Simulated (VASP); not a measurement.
# Li4In (Im-3m) in VASP: a series of runs

The runs below take Li4In through single point, relaxation of cell and atoms, with PBE.

All numbers are computed with VASP 6.6.1; they aren't measurements. Logs are shortened: lines on timing, memory, paths and dates and some standing lists are left out, and cuts for length are marked.

## (1) The cell of the first run

It takes space group Im-3m (No. 229, cubic). Conventional cell: a = 6.418 Å, b = 6.418 Å, c = 6.418 Å, α = 90.00°, β = 90.00°, γ = 90.00°. Within 3.7 Å of Li (site symmetry -3m) lie 2 In at 2.78 Å and 6 Li at 3.21 Å. Within 3.7 Å of In (site symmetry m-3m) lie 8 Li at 2.78 Å.

The cell was built from a structure type or drawn by symmetry, and may not be a known phase.

## (2) Single point, PBE

The input, INCAR:

```
ALGO = Normal
EDIFF = 1E-6
ENCUT = 520
GGA = PE
ISIF = 2
ISMEAR = 0
LASPH = True
LCHARG = False
LREAL = False
LWAVE = False
NBANDS = 20
NELM = 100
PREC = Accurate
SIGMA = 0.1
```

The input, KPOINTS:

```
k-points
0
Gamma
  8 8 8
```

The input, POSCAR:

```
Li4In
1.0
   -3.2087700404      3.2087700404      3.2087700404
    3.2087700404     -3.2087700404      3.2087700404
    3.2087700404      3.2087700404     -3.2087700404
Li In
4 1
Direct
    0.0000000000      0.0000000000      0.5000000000
    0.0000000000      0.5000000000      0.0000000000
    0.5000000000      0.0000000000      0.0000000000
    0.5000000000      0.5000000000      0.5000000000
    0.0000000000      0.0000000000      0.0000000000
```

Potentials or basis: VASP PAW PBE potentials, release 64 (Li_sv, In_d).

Launch:

```console
$ cat potpaw_PBE.64/Li_sv/POTCAR potpaw_PBE.64/In_d/POTCAR > POTCAR
$ mpirun -np 1 vasp_std > vasp.out
```

OUTCAR:

```text
EDIFF = 1E-6
   ENCUT = 520
   GGA = PE
   ISIF = 2
   ISMEAR = 0
   LASPH = True
   LREAL = False
   NELM = 100
   PREC = Accurate

 ion  position               nearest neighbor table
   1  0.000  0.000  0.500-   5 2.78   5 2.78
   2  0.000  0.500  0.000-   5 2.78   5 2.78
   3  0.500  0.000  0.000-   5 2.78   5 2.78
   4  0.500  0.500  0.500-   5 2.78   5 2.78
   5  0.000  0.000  0.000-   1 2.78   2 2.78   3 2.78   4 2.78   1 2.78   2 2.78   3 2.78   4 2.78

  LATTYP: Found a body centered cubic cell.
 ALAT       =     6.4175400808

  Lattice vectors:

 A1 = (  -3.2087700404,   3.2087700404,   3.2087700404)
 A2 = (   3.2087700404,  -3.2087700404,   3.2087700404)
 A3 = (   3.2087700404,   3.2087700404,  -3.2087700404)

Analysis of symmetry for initial positions (statically):
=====================================================================
 Subroutine PRICEL returns:
 Original cell was already a primitive cell.

 Routine SETGRP: Setting up the symmetry group for a
 body centered cubic supercell.

 Subroutine GETGRP returns: Found 48 space group operations
 (whereof 48 operations were pure point group operations)
 out of a pool of 48 trial point group operations.

The static configuration has the point symmetry O_h .

Analysis of symmetry for dynamics (positions and initial velocities):
=====================================================================
 Subroutine PRICEL returns:
 Original cell was already a primitive cell.

 Routine SETGRP: Setting up the symmetry group for a
 body centered cubic supercell.

 Subroutine GETGRP returns: Found 48 space group operations
 (whereof 48 operations were pure point group operations)
 out of a pool of 48 trial point group operations.

The dynamic configuration has the point symmetry O_h .

 Subroutine INISYM returns: Found 48 space group operations
 (whereof 48 operations are pure point group operations),
 and found     1 'primitive' translations

----------------------------------------------------------------------------------------

                                     Primitive cell

  volume of cell :     132.1526

  direct lattice vectors                    reciprocal lattice vectors
    -3.208770040  3.208770040  3.208770040     0.000000000  0.155822946  0.155822946
     3.208770040 -3.208770040  3.208770040     0.155822946  0.000000000  0.155822946
     3.208770040  3.208770040 -3.208770040     0.155822946  0.155822946  0.000000000

  length of vectors
     5.557752740  5.557752740  5.557752740     0.220366923  0.220366923  0.220366923

  position of ions in fractional coordinates (direct lattice)
     0.000000000  0.000000000  0.500000000
     0.000000000  0.500000000  0.000000000
     0.500000000  0.000000000  0.000000000
     0.500000000  0.500000000  0.500000000
     0.000000000  0.000000000  0.000000000

  ion indices of the primitive-cell ions
   primitive index   ion index
                 1           1
                 2           2
                 3           3
                 4           4
                 5           5

----------------------------------------------------------------------------------------

 KPOINTS: k-points

Automatic generation of k-mesh.
 Grid dimensions read from file:
 generate k-points for:    8    8    8

 Generating k-lattice:

  Cartesian coordinates                     Fractional coordinates (reciprocal lattice)
     0.000000000  0.019477868  0.019477868     0.125000000  0.000000000  0.000000000
     0.019477868  0.000000000  0.019477868     0.000000000  0.125000000  0.000000000
     0.019477868  0.019477868  0.000000000     0.000000000  0.000000000  0.125000000

  Length of vectors
     0.027545865  0.027545865  0.027545865

  Shift w.r.t. Gamma in fractional coordinates (k-lattice)
     0.000000000  0.000000000  0.000000000

 Subroutine IBZKPT returns following result:
 ===========================================

 Found     29 irreducible k-points:

 Following reciprocal coordinates:
            Coordinates               Weight
  0.000000  0.000000  0.000000      1.000000
  0.125000  0.000000  0.000000     12.000000
  0.250000  0.000000  0.000000     12.000000
  0.375000  0.000000  0.000000     12.000000
  0.500000  0.000000  0.000000      6.000000
  0.125000  0.125000  0.000000     24.000000
[... 16 lines left out ...]
 -0.250000  0.250000  0.250000      6.000000
 -0.375000  0.375000  0.250000     24.000000
 [... further k-points ...]
   k-points           NKPTS =     29   k-points in BZ     NKDIM =     29   number of bands    NBANDS=     20
   number of dos      NEDOS =    301   number of ions     NIONS =      5
   total plane-waves  NPLWV =  74088
   dimension x,y,z NGX =    42 NGY =   42 NGZ =   42
   dimension x,y,z NGXF=    84 NGYF=   84 NGZF=   84
   ions per type =               4   1
   NGX,Y,Z   is equivalent  to a cutoff of  12.56, 12.56, 12.56 a.u.
   NGXF,Y,Z  is equivalent  to a cutoff of  25.13, 25.13, 25.13 a.u.
 SYSTEM =  unknown system
   PREC   = accura    normal or accurate (medium, high low for compatibility)
   ISTART =      0    job   : 0-new  1-cont  2-samecut
   ICHARG =      2    charge: 1-file 2-atom 10-const
   ISPIN  =      1    spin polarized calculation?
   LNONCOLLINEAR =      F non collinear calculations
   LSORBIT =      F    spin-orbit coupling
   LASPH  =      T    aspherical Exc in radial PAW
   ENCUT  =  520.0 eV  38.22 Ry    6.18 a.u.  10.33 10.33 10.33*2*pi/ulx,y,z
   NELM   =    100;   NELMIN=  2; NELMDL= -5     # of ELM steps
   EDIFF  = 0.1E-05   stopping-criterion for ELM
   LREAL  =      F    real-space projection
   EDIFFG = 0.1E-04   stopping-criterion for IOM
   NSW    =      0    number of steps for IOM
   IBRION =     -1    ionic relax: 0-MD 1-quasi-New 2-CG
   NFREE  =      0    steps in history (QN), initial steepest desc. (CG)
   ISIF   =      2    stress and relaxation
   ISYM   =      2    0-nonsym 1-usesym 2-fastsym
   POTIM  = 0.5000    time-step for ionic-motion
   TEBEG  =    0.0;   TEEND  =   0.0 temperature during run
   PSTRESS=    0.0 pullay stress
   NELECT =      25.0000    total number of electrons
   NUPDOWN=      -1.0000    fix difference up-down
   EMIN   =  10.00;   EMAX   =-10.00  energy-range for DOS
   EFERMI =   0.00;   METHOD = LEGACY
   ISMEAR =     0;   SIGMA  =   0.10  broadening in eV -4-tet -1-fermi 0-gaus
   EFERMI_NEDOS =   21; number of points for ismear=-14 and -15
   IALGO  =     38    algorithm
   IMIX   =      4    mixing-type and parameters
     AMIX     =   0.40;   BMIX     =  1.00
     AMIX_MAG =   1.60;   BMIX_MAG =  1.00
  volume/ion in A,a.u.               =      26.43       178.36
  Fermi-wavevector in a.u.,A,eV,Ry     =   0.939787  1.775941 12.016668  0.883200
  Thomas-Fermi vector in A             =   2.067134
   LORBIT       =      0    0 simple, 1 ext, 2 COOP (PROOUT), +10 PAW based schemes
   GGA     = PE    functional components
   LHFCALC =     F    Hartree Fock is set to
   AEXX    =    0.0000 exact exchange contribution
   IVDW    =     0    specifies the selected vdW correction
   LEPSILON=     F    determine dielectric tensor
   LRPA    =     F    only Hartree local field effects (RPA)
 non-spin polarized calculation
 Gauss-broadening in eV      SIGMA  =   0.10
  energy-cutoff  :      520.00
  volume of cell :      132.15
 maximum number of plane-waves:      3580
 NGX is ok and might be reduce to    42
   NGX = 21   NGY = 21   NGZ = 21

 number of electron      25.0000021 magnetization

 Free energy of the ion-electron system (eV)
  ---------------------------------------------------
  ext. energy  EPLUGINS =         0.00000000
  ---------------------------------------------------
  free energy    TOTEN  =        -9.90428657 eV

  energy without entropy =       -9.86153808  energy(sigma->0) =       -9.88291232

 E-fermi :   0.9144     XC(G=0):  -7.0237

 val. band max:        0.9106895204   @ k =   0.3750   0.0000   0.0000
 cond. band min:       0.9207112330   @ k =  -0.2500   0.2500   0.1250
 fundamental gap:      0.0100217126
 Fermi energy:         0.9143813459

 k-point     1 :       0.0000    0.0000    0.0000
  band No.  band energies     occupation
      1     -45.6352      2.00000
      2     -45.6282      2.00000
      3     -45.6282      2.00000
      4     -45.6282      2.00000
      5     -12.9365      2.00000
      6     -12.9365      2.00000
[... 12 lines left out ...]
     19       5.6661      0.00000
     20       5.9883      0.00000

 k-point     2 :       0.1250    0.0000    0.0000
  band No.  band energies     occupation
      1     -45.6349      2.00000
      2     -45.6284      2.00000
      3     -45.6282      2.00000
      4     -45.6282      2.00000
      5     -12.9373      2.00000
      6     -12.9369      2.00000
[... 12 lines left out ...]
     19       6.0571      0.00000
     20       6.1170      0.00000

 k-point     3 :       0.2500    0.0000    0.0000
  band No.  band energies     occupation
      1     -45.6341      2.00000
      2     -45.6292      2.00000
      3     -45.6282      2.00000
      4     -45.6282      2.00000
      5     -12.9392      2.00000
      6     -12.9381      2.00000
[... 12 lines left out ...]
     19       6.4447      0.00000
     20       6.7456      0.00000

 k-point     4 :       0.3750    0.0000    0.0000
  band No.  band energies     occupation
      1     -45.6329      2.00000
      2     -45.6303      2.00000
      3     -45.6282      2.00000
      4     -45.6282      2.00000
      5     -12.9411      2.00000
      6     -12.9392      2.00000
[... 429 lines left out ...]
 k-point    23 :      -0.2500    0.2500    0.2500
  band No.  band energies     occupation
      1     -45.6334      2.00000
      2     -45.6299      2.00000
      3     -45.6299      2.00000
      4     -45.6266      2.00000
      5     -12.9396      2.00000
      6     -12.9396      2.00000
[... 12 lines left out ...]
     19       5.8457      0.00000
     20       7.8844      0.00000

 k-point    24 :      -0.3750    0.3750    0.2500
  band No.  band energies     occupation
      1     -45.6325      2.00000
      2     -45.6306      2.00000
      3     -45.6304      2.00000
      4     -45.6261      2.00000
      5     -12.9414      2.00000
      6     -12.9406      2.00000
[... 12 lines left out ...]
     19       5.9485      0.00000
     20       8.4949      0.00000

 [... further k-points ...]

------------------------ aborting loop because EDIFF is reached ----------------------------------------

  FORCE on cell =-STRESS in cart. coord.  units (eV):
  Direction    XX          YY          ZZ          XY          YZ          ZX
  --------------------------------------------------------------------------------------
  -------------------------------------------------------------------------------------
  Total       -0.0125767     -0.0125767     -0.0125767      0.0000000     -0.0000000      0.0000000
  in kB       -0.1524754     -0.1524754     -0.1524754      0.0000000     -0.0000000      0.0000000
  external PRESSURE =      -0.1524754 kB  Pullay stress =       0.0000000 kB

 VOLUME and BASIS-vectors are now :
 -----------------------------------------------------------------------------
  energy-cutoff  :      520.00
  volume of cell :      132.15
      direct lattice vectors                 reciprocal lattice vectors
    -3.208770040  3.208770040  3.208770040     0.000000000  0.155822946  0.155822946
     3.208770040 -3.208770040  3.208770040     0.155822946  0.000000000  0.155822946
     3.208770040  3.208770040 -3.208770040     0.155822946  0.155822946  0.000000000

 POSITION                                       TOTAL-FORCE (eV/Angst)
 -----------------------------------------------------------------------------------
      1.60439      1.60439     -1.60439        -0.000000      0.000000      0.000000
      1.60439     -1.60439      1.60439         0.000000      0.000000      0.000000
     -1.60439      1.60439      1.60439        -0.000000     -0.000000     -0.000000
      1.60439      1.60439      1.60439         0.000000     -0.000000      0.000000
      0.00000      0.00000      0.00000        -0.000000     -0.000000      0.000000
 -----------------------------------------------------------------------------------
    total drift:                               -0.000000     -0.000000      0.000000

  FREE ENERGIE OF THE ION-ELECTRON SYSTEM (eV)
  ---------------------------------------------------
  free  energy   TOTEN  =        -9.9042865721 eV

  energy  without entropy=       -9.8615380775  energy(sigma->0) =       -9.88291232
```

Wall time 37 s (1 thread of Intel Xeon 6975P-C (Granite Rapids), shared host); peak memory 0.28 GiB.

Results:

- Free energy: -9.9043 eV
- Band gap on the k mesh: zero (an odd number of electrons rules out a gap without spin polarisation)

Caveat: the cutoff is under 1.25 times the usual one of these potentials, so pressure, stress and relaxed cells hold a basis-set (Pulay) error; spin-orbit coupling is left out, which moves the levels of the heavy elements.

## (3) Relaxation of cell and atoms, PBE

The input, INCAR:

```
PREC = Accurate ; ENCUT = 600
EDIFF = 1E-6 ; ISMEAR = 0
SIGMA = 0.1 ; LREAL = F
LASPH = T ; NELM = 100
ALGO = Normal ; ISIF = 3
LWAVE = F ; LCHARG = F
GGA = PE ; IBRION = 2
NSW = 100 ; EDIFFG = -0.01
```

The input, KPOINTS:

```
Automatic mesh
0
Gamma
  8 8 8
```

POSCAR is that of step 2.

Potentials or basis: VASP PAW PBE potentials, release 64 (Li_sv, In_d).

Launch:

```console
$ cat potpaw_PBE.64/Li_sv/POTCAR potpaw_PBE.64/In_d/POTCAR > POTCAR
$ mpirun -np 1 vasp_std > vasp.out
```

Run time: 40 s. Hardware: 1 thread of Intel Xeon 6975P-C (Granite Rapids), shared host; peak memory 0.35 GiB.

It converged, with:

```yaml
Free_energy: -9.9034 eV
Pressure_after_relaxing: 0.0 GPa
Band_gap_on_the_k_mesh: zero (an odd number of electrons rules out a gap without spin polarisation)
```

Final structure:
```cif
data_structure
_symmetry_space_group_name_H-M 'P 1'
_symmetry_Int_Tables_number 1
_cell_length_a 5.5578
_cell_length_b 5.5578
_cell_length_c 5.5578
_cell_angle_alpha 109.471
_cell_angle_beta 109.471
_cell_angle_gamma 109.471
_cell_volume 132.15
loop_
_atom_site_label
_atom_site_type_symbol
_atom_site_fract_x
_atom_site_fract_y
_atom_site_fract_z
_atom_site_occupancy
Li1 Li 0.00000 0.00000 0.50000 1
Li2 Li 0.00000 0.50000 0.00000 1
Li3 Li 0.50000 0.00000 0.00000 1
Li4 Li 0.50000 0.50000 0.50000 1
In1 In 0.00000 0.00000 0.00000 1
```

Levels at points of the mesh, in eV from the Fermi level:
```
           k point  band 11  band 12  band 13  band 14  band 15  band 16
(0.00, 0.00, 0.00)     0.08     0.08     0.08     1.22     2.79     2.79
(0.50, 0.00, 0.00)    -1.78    -0.03     0.02     0.88     2.39     3.30
(0.50, 0.50, 0.50)    -0.38    -0.38    -0.38     0.11     0.11     4.78
```

Caveat: the cutoff is under 1.25 times the usual one of these potentials, so pressure, stress and relaxed cells hold a basis-set (Pulay) error; the relaxation stopped at its first step, so nothing moved; spin-orbit coupling is left out, which moves the levels of the heavy elements.
